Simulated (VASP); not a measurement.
# Cu (Fm-3m) in VASP: a series of runs

Cu is run at these levels: r2SCAN; tasks: single point.

Program: VASP 6.6.1. These are calculated values, not measurements. Logs are shortened: lines on timing, memory, paths and dates and some standing lists are left out, and cuts for length are marked.

## (1) The cell of the first run

The structure is cubic, space group Fm-3m (No. 225). Conventional cell: a = 3.623 Å, b = 3.623 Å, c = 3.623 Å, α = 90.00°, β = 90.00°, γ = 90.00°. Cu (site symmetry m-3m) has 12 Cu at 2.56 Å within 3.4 Å.

## (2) Single point, r2SCAN (11.89 Å³/atom)

Input file POSCAR:

```
Cu
1.0
    0.0000000000      1.8116631974      1.8116631974
    1.8116631974      0.0000000000      1.8116631974
    1.8116631974      1.8116631974      0.0000000000
Cu
1
Direct
    0.0000000000      0.0000000000      0.0000000000
```

Input file INCAR.step1:

```
SYSTEM = Cu
  ALGO = Normal
  EDIFF = 1E-4
  ENCUT = 520
  GGA = PE
  ISMEAR = -1
  LASPH = .True.
  LCHARG = .False.
  LREAL = .False.
  LWAVE = .True.
  NBANDS = 12
  NELM = 100
  PREC = Accurate
  SIGMA = 0.1
```

Input file INCAR.step2:

```
SYSTEM = Cu
  ALGO = Normal
  EDIFF = 1E-7
  ENCUT = 520
  ISIF = 2
  ISMEAR = -1
  ISTART = 1
  LASPH = .True.
  LCHARG = .True.
  LELF = .True.
  LMIXTAU = .True.
  LREAL = .False.
  LVHAR = .True.
  LWAVE = .False.
  METAGGA = R2SCAN
  NBANDS = 12
  NELM = 100
  PREC = Accurate
  SIGMA = 0.1
```

Input file KPOINTS:

```
k-points
0
Gamma
  25 25 25
  0 0 0
```

Potentials or basis: VASP PAW PBE potentials, release 64 (Cu).

Run with:

```console
cat potpaw_PBE.64/Cu/POTCAR > POTCAR
cp INCAR.step1 INCAR
mpirun -np 1 vasp_std > vasp.out
cp INCAR.step2 INCAR
mpirun -np 1 vasp_std > vasp.out
```

OUTCAR:

```text
SYSTEM = Cu
   EDIFF = 1E-7
   ENCUT = 520
   ISIF = 2
   ISMEAR = -1
   ISTART = 1
   LASPH = .True.
   LREAL = .False.
   METAGGA = R2SCAN
   NELM = 100
   PREC = Accurate

 ion  position               nearest neighbor table
   1  0.000  0.000  0.000-

  LATTYP: Found a face centered cubic cell.
 ALAT       =     3.6233263948

  Lattice vectors:

 A1 = (   0.0000000000,   1.8116631974,   1.8116631974)
 A2 = (   1.8116631974,   0.0000000000,   1.8116631974)
 A3 = (   1.8116631974,   1.8116631974,   0.0000000000)

Analysis of symmetry for initial positions (statically):
=====================================================================
 Subroutine PRICEL returns:
 Original cell was already a primitive cell.

 Routine SETGRP: Setting up the symmetry group for a
 face centered cubic supercell.

 Subroutine GETGRP returns: Found 48 space group operations
 (whereof 48 operations were pure point group operations)
 out of a pool of 48 trial point group operations.

The static configuration has the point symmetry O_h .

Analysis of symmetry for dynamics (positions and initial velocities):
=====================================================================
 Subroutine PRICEL returns:
 Original cell was already a primitive cell.

 Routine SETGRP: Setting up the symmetry group for a
 face centered cubic supercell.

 Subroutine GETGRP returns: Found 48 space group operations
 (whereof 48 operations were pure point group operations)
 out of a pool of 48 trial point group operations.

The dynamic configuration has the point symmetry O_h .

 Subroutine INISYM returns: Found 48 space group operations
 (whereof 48 operations are pure point group operations),
 and found     1 'primitive' translations

----------------------------------------------------------------------------------------

                                     Primitive cell

  volume of cell :      11.8922

  direct lattice vectors                    reciprocal lattice vectors
     0.000000000  1.811663197  1.811663197    -0.275989489  0.275989489  0.275989489
     1.811663197  0.000000000  1.811663197     0.275989489 -0.275989489  0.275989489
     1.811663197  1.811663197  0.000000000     0.275989489  0.275989489 -0.275989489

  length of vectors
     2.562078664  2.562078664  2.562078664     0.478027817  0.478027817  0.478027817

  position of ions in fractional coordinates (direct lattice)
     0.000000000  0.000000000  0.000000000

[... 81 lines left out ...]
   ISIF   =      2    stress and relaxation
   ISYM   =      2    0-nonsym 1-usesym 2-fastsym
   POTIM  = 0.5000    time-step for ionic-motion
   TEBEG  =    0.0;   TEEND  =   0.0 temperature during run
   PSTRESS=    0.0 pullay stress
   NELECT =      11.0000    total number of electrons
   NUPDOWN=      -1.0000    fix difference up-down
   EMIN   =  10.00;   EMAX   =-10.00  energy-range for DOS
   EFERMI =   0.00;   METHOD = LEGACY
   ISMEAR =    -1;   SIGMA  =   0.10  broadening in eV -4-tet -1-fermi 0-gaus
   EFERMI_NEDOS =   21; number of points for ismear=-14 and -15
   IALGO  =     38    algorithm
   IMIX   =      4    mixing-type and parameters
     AMIX     =   0.40;   BMIX     =  1.00
     AMIX_MAG =   1.60;   BMIX_MAG =  1.00
  volume/ion in A,a.u.               =      11.89        80.25
  Fermi-wavevector in a.u.,A,eV,Ry     =   1.595089  3.014281 34.617426  2.544309
  Thomas-Fermi vector in A             =   2.693062
   LORBIT       =      0    0 simple, 1 ext, 2 COOP (PROOUT), +10 PAW based schemes
   METAGGA = R2SCAN    functional components
   LHFCALC =     F    Hartree Fock is set to
   AEXX    =    0.0000 exact exchange contribution
   IVDW    =     0    specifies the selected vdW correction
   LEPSILON=     F    determine dielectric tensor
   LRPA    =     F    only Hartree local field effects (RPA)
 non-spin polarized calculation
  energy-cutoff  :      520.00
  volume of cell :       11.89
 maximum number of plane-waves:       332
   NGX =  9   NGY =  9   NGZ =  9

 number of electron      10.9999999 magnetization

 Free energy of the ion-electron system (eV)
  ---------------------------------------------------
  ext. energy  EPLUGINS =         0.00000000
  ---------------------------------------------------
  free energy    TOTEN  =       -10.82446402 eV

  energy without entropy =      -10.81420677  energy(sigma->0) =      -10.81933540

 E-fermi :   7.3269     XC(G=0): -13.6987

 val. band max:        7.3162986089   @ k =   0.4800   0.3600   0.0800
 cond. band min:       7.3453719767   @ k =   0.4800   0.1600   0.0000
 fundamental gap:      0.0290733679
 Fermi energy:         7.3268758832

 k-point     1 :       0.0000    0.0000    0.0000
  band No.  band energies     occupation
      1      -2.3006      2.00000
      2       4.1961      2.00000
      3       4.1962      2.00000
      4       4.1962      2.00000
      5       5.0016      2.00000
      6       5.0016      2.00000
      7      30.6376      0.00000
      8      33.6148      0.00000
      9      33.6148      0.00000
     10      33.6151      0.00000
     11      35.9925      0.00000
     12      35.9926      0.00000
[... 331 lines left out ...]
 k-point    24 :       0.4400    0.0400    0.0000
  band No.  band energies     occupation
      1       2.0256      2.00000
      2       4.1528      2.00000
      3       4.1979      2.00000
      4       5.0784      2.00000
      5       5.5524      2.00000
      6       5.9078      2.00000
      7      12.6261      0.00000
      8      28.9103      0.00000
      9      29.4260      0.00000
     10      30.3172      0.00000
     11      33.9469      0.00000
     12      34.5676      0.00000

 [... further k-points ...]

------------------------ aborting loop because EDIFF is reached ----------------------------------------

  FORCE on cell =-STRESS in cart. coord.  units (eV):
  Direction    XX          YY          ZZ          XY          YZ          ZX
  --------------------------------------------------------------------------------------
  -------------------------------------------------------------------------------------
  Total       -0.3814021     -0.3814021     -0.3814021      0.0000000      0.0000000      0.0000000
  in kB      -51.3843957    -51.3843957    -51.3843957      0.0000000      0.0000000      0.0000000
  external PRESSURE =     -51.3843957 kB  Pullay stress =       0.0000000 kB

 VOLUME and BASIS-vectors are now :
 -----------------------------------------------------------------------------
  energy-cutoff  :      520.00
  volume of cell :       11.89
      direct lattice vectors                 reciprocal lattice vectors
     0.000000000  1.811663197  1.811663197    -0.275989489  0.275989489  0.275989489
     1.811663197  0.000000000  1.811663197     0.275989489 -0.275989489  0.275989489
     1.811663197  1.811663197  0.000000000     0.275989489  0.275989489 -0.275989489

 POSITION                                       TOTAL-FORCE (eV/Angst)
 -----------------------------------------------------------------------------------
      0.00000      0.00000      0.00000        -0.000000      0.000000      0.000000
 -----------------------------------------------------------------------------------
    total drift:                                0.000000      0.000000      0.000000

  FREE ENERGIE OF THE ION-ELECTRON SYSTEM (eV)
  ---------------------------------------------------
  free  energy   TOTEN  =       -10.8244640194 eV

  energy  without entropy=      -10.8142067714  energy(sigma->0) =      -10.81933540
```

OSZICAR.step1:

```text
N       E                     dE             d eps       ncg     rms          rms(c)
DAV:   1     0.424343081945E+02    0.42434E+02   -0.53895E+03 12156   0.153E+03
DAV:   2    -0.330278925057E+01   -0.45737E+02   -0.42247E+02 11260   0.204E+02
DAV:   3    -0.462635491120E+01   -0.13236E+01   -0.13102E+01 12832   0.396E+01
DAV:   4    -0.463495389483E+01   -0.85990E-02   -0.85976E-02 12304   0.279E+00
DAV:   5    -0.463503678938E+01   -0.82895E-04   -0.82893E-04 13032   0.279E-01    0.768E+00
DAV:   6    -0.411979959521E+01    0.51524E+00   -0.14644E+01 13060   0.724E+01    0.398E+00
DAV:   7    -0.374428144686E+01    0.37552E+00   -0.23364E+00 13056   0.288E+01    0.579E-01
DAV:   8    -0.373348609901E+01    0.10795E-01   -0.45347E-03 12580   0.968E-01    0.300E-01
DAV:   9    -0.373190703137E+01    0.15791E-02   -0.97686E-03 13588   0.172E+00    0.303E-02
DAV:  10    -0.373190772577E+01   -0.69441E-06   -0.33990E-05  6876   0.107E-01
   1 F= -.37319077E+01 E0= -.37265758E+01  d E =-.106638E-01
```

It took 3.4 min on 1 thread of Intel Xeon Platinum 8375C at 2.90GHz (Ice Lake), shared host; peak memory 0.18 GiB.

Results:

```
Free energy            : -10.8245 eV
Pressure               : -5.1 GPa
Band gap on the k mesh : zero (an odd number of electrons rules out a gap without spin polarisation)
```

Caveat: the cell stands under tension; the PAW data sets were made with another functional, which shifts forces and pressure a little.

## (3) Single point, r2SCAN (12.35 Å³/atom)

This run uses another cell than the first one, of 12.35 Å³/atom.

Input file POSCAR:

```
Cu
1.0
    0.0000000000      1.8345980777      1.8345980777
    1.8345980777      0.0000000000      1.8345980777
    1.8345980777      1.8345980777      0.0000000000
Cu
1
Direct
    0.0000000000      0.0000000000      0.0000000000
```

Input file INCAR.step1:

```
PREC = Accurate ; ENCUT = 520
ISMEAR = -1 ; SIGMA = 0.1
LREAL = F ; LASPH = T
NELM = 80 ; NBANDS = 12
GGA = PE ; ALGO = Normal
EDIFF = 1E-4 ; LWAVE = T
LCHARG = F
```

Input file INCAR.step2:

```
PREC = Accurate ; ENCUT = 520
EDIFF = 1E-6 ; ISMEAR = -1
SIGMA = 0.1 ; LREAL = F
LASPH = T ; NELM = 80
ALGO = Normal ; ISIF = 2
LWAVE = F ; LCHARG = F
METAGGA = R2SCAN ; LMIXTAU = T
NBANDS = 12 ; ISTART = 1
```

Input file KPOINTS:

```
regular mesh
0
Gamma
  25 25 25
```

Potentials or basis: VASP PAW PBE potentials, release 64 (Cu).

Run with:

```console
cat potpaw_PBE.64/Cu/POTCAR > POTCAR
cp INCAR.step1 INCAR
mpirun -np 1 vasp_std > vasp.out
cp INCAR.step2 INCAR
mpirun -np 1 vasp_std > vasp.out
```

OUTCAR:

```text
PREC = Accurate
   ENCUT = 520
   EDIFF = 1E-6
   ISMEAR = -1
   LREAL = F
   LASPH = T
   NELM = 80
   ISIF = 2
   METAGGA = R2SCAN
   ISTART = 1

 ion  position               nearest neighbor table
   1  0.000  0.000  0.000-

  LATTYP: Found a face centered cubic cell.
 ALAT       =     3.6691961554

  Lattice vectors:

 A1 = (   0.0000000000,   1.8345980777,   1.8345980777)
 A2 = (   1.8345980777,   0.0000000000,   1.8345980777)
 A3 = (   1.8345980777,   1.8345980777,   0.0000000000)

Analysis of symmetry for initial positions (statically):
=====================================================================
 Subroutine PRICEL returns:
 Original cell was already a primitive cell.

 Routine SETGRP: Setting up the symmetry group for a
 face centered cubic supercell.

 Subroutine GETGRP returns: Found 48 space group operations
 (whereof 48 operations were pure point group operations)
 out of a pool of 48 trial point group operations.

The static configuration has the point symmetry O_h .

Analysis of symmetry for dynamics (positions and initial velocities):
=====================================================================
 Subroutine PRICEL returns:
 Original cell was already a primitive cell.

 Routine SETGRP: Setting up the symmetry group for a
 face centered cubic supercell.

 Subroutine GETGRP returns: Found 48 space group operations
 (whereof 48 operations were pure point group operations)
 out of a pool of 48 trial point group operations.

The dynamic configuration has the point symmetry O_h .

 Subroutine INISYM returns: Found 48 space group operations
 (whereof 48 operations are pure point group operations),
 and found     1 'primitive' translations

----------------------------------------------------------------------------------------

                                     Primitive cell

  volume of cell :      12.3496

  direct lattice vectors                    reciprocal lattice vectors
[... 110 lines left out ...]
   METAGGA = R2SCAN    functional components
   LHFCALC =     F    Hartree Fock is set to
   AEXX    =    0.0000 exact exchange contribution
   IVDW    =     0    specifies the selected vdW correction
   LEPSILON=     F    determine dielectric tensor
   LRPA    =     F    only Hartree local field effects (RPA)
 non-spin polarized calculation
  energy-cutoff  :      520.00
  volume of cell :       12.35
 maximum number of plane-waves:       343
   NGX =  9   NGY =  9   NGZ =  9

 number of electron      10.9999988 magnetization

 Free energy of the ion-electron system (eV)
  ---------------------------------------------------
  ext. energy  EPLUGINS =         0.00000000
  ---------------------------------------------------
  free energy    TOTEN  =       -10.80354986 eV

  energy without entropy =      -10.79306400  energy(sigma->0) =      -10.79830693

 E-fermi :   6.8713     XC(G=0): -13.4469

 val. band max:        6.8607968816   @ k =   0.4800   0.3600   0.0800
 cond. band min:       6.8809205674   @ k =  -0.2400   0.2800   0.0800
 fundamental gap:      0.0201236858
 Fermi energy:         6.8712938664

 k-point     1 :       0.0000    0.0000    0.0000
  band No.  band energies     occupation
      1      -2.4576      2.00000
      2       3.8609      2.00000
      3       3.8610      2.00000
      4       3.8610      2.00000
      5       4.6187      2.00000
      6       4.6187      2.00000
      7      29.8713      0.00000
      8      32.5504      0.00000
      9      32.5504      0.00000
     10      32.5507      0.00000
     11      34.9057      0.00000
     12      34.9057      0.00000
[... 331 lines left out ...]
 k-point    24 :       0.4400    0.0400    0.0000
  band No.  band energies     occupation
      1       1.7870      2.00000
      2       3.8206      2.00000
      3       3.8628      2.00000
      4       4.7192      2.00000
      5       5.1394      2.00000
      6       5.5141      2.00000
      7      11.9831      0.00000
      8      28.1487      0.00000
      9      28.4168      0.00000
     10      29.2601      0.00000
     11      32.9495      0.00000
     12      33.5187      0.00000

 [... further k-points ...]

------------------------ aborting loop because EDIFF is reached ----------------------------------------

  FORCE on cell =-STRESS in cart. coord.  units (eV):
  Direction    XX          YY          ZZ          XY          YZ          ZX
  --------------------------------------------------------------------------------------
  -------------------------------------------------------------------------------------
  Total       -0.7485315     -0.7485315     -0.7485315     -0.0000000     -0.0000000     -0.0000000
  in kB      -97.1108714    -97.1108714    -97.1108714     -0.0000000     -0.0000000     -0.0000000
  external PRESSURE =     -97.1108714 kB  Pullay stress =       0.0000000 kB

 VOLUME and BASIS-vectors are now :
 -----------------------------------------------------------------------------
  energy-cutoff  :      520.00
  volume of cell :       12.35
      direct lattice vectors                 reciprocal lattice vectors
     0.000000000  1.834598078  1.834598078    -0.272539259  0.272539259  0.272539259
     1.834598078  0.000000000  1.834598078     0.272539259 -0.272539259  0.272539259
     1.834598078  1.834598078  0.000000000     0.272539259  0.272539259 -0.272539259

 POSITION                                       TOTAL-FORCE (eV/Angst)
 -----------------------------------------------------------------------------------
      0.00000      0.00000      0.00000         0.000000      0.000000      0.000000
 -----------------------------------------------------------------------------------
    total drift:                                0.000000      0.000000      0.000000

  FREE ENERGIE OF THE ION-ELECTRON SYSTEM (eV)
  ---------------------------------------------------
  free  energy   TOTEN  =       -10.8035498628 eV

  energy  without entropy=      -10.7930640043  energy(sigma->0) =      -10.79830693
```

OSZICAR.step1:

```text
N       E                     dE             d eps       ncg     rms          rms(c)
DAV:   1     0.430229386518E+02    0.43023E+02   -0.53732E+03 11992   0.150E+03
DAV:   2    -0.324485576708E+01   -0.46268E+02   -0.42762E+02 11308   0.204E+02
DAV:   3    -0.460486567308E+01   -0.13600E+01   -0.13476E+01 12776   0.402E+01
DAV:   4    -0.461342060203E+01   -0.85549E-02   -0.85538E-02 12444   0.282E+00
DAV:   5    -0.461350280670E+01   -0.82205E-04   -0.82205E-04 13020   0.280E-01    0.762E+00
DAV:   6    -0.414425944113E+01    0.46924E+00   -0.15088E+01 13088   0.727E+01    0.419E+00
DAV:   7    -0.373964375360E+01    0.40462E+00   -0.24796E+00 13036   0.295E+01    0.538E-01
DAV:   8    -0.373036463870E+01    0.92791E-02   -0.53164E-03 12956   0.122E+00    0.327E-01
DAV:   9    -0.372850697015E+01    0.18577E-02   -0.11877E-02 13460   0.188E+00    0.329E-02
DAV:  10    -0.372850483441E+01    0.21357E-05   -0.45944E-05  6992   0.125E-01
   1 F= -.37285048E+01 E0= -.37230516E+01  d E =-.109064E-01
```

Run time: 3.3 min. Hardware: 1 thread of Intel Xeon Platinum 8375C at 2.90GHz (Ice Lake), shared host; peak memory 0.18 GiB.

What came out:

```
Free energy            : -10.8035 eV
Pressure               : -9.7 GPa
Band gap on the k mesh : zero (an odd number of electrons rules out a gap without spin polarisation)
```

Caveat: the cell stands under tension; the PAW data sets were made with another functional, which shifts forces and pressure a little.

(Continued in part 2 of 2.)
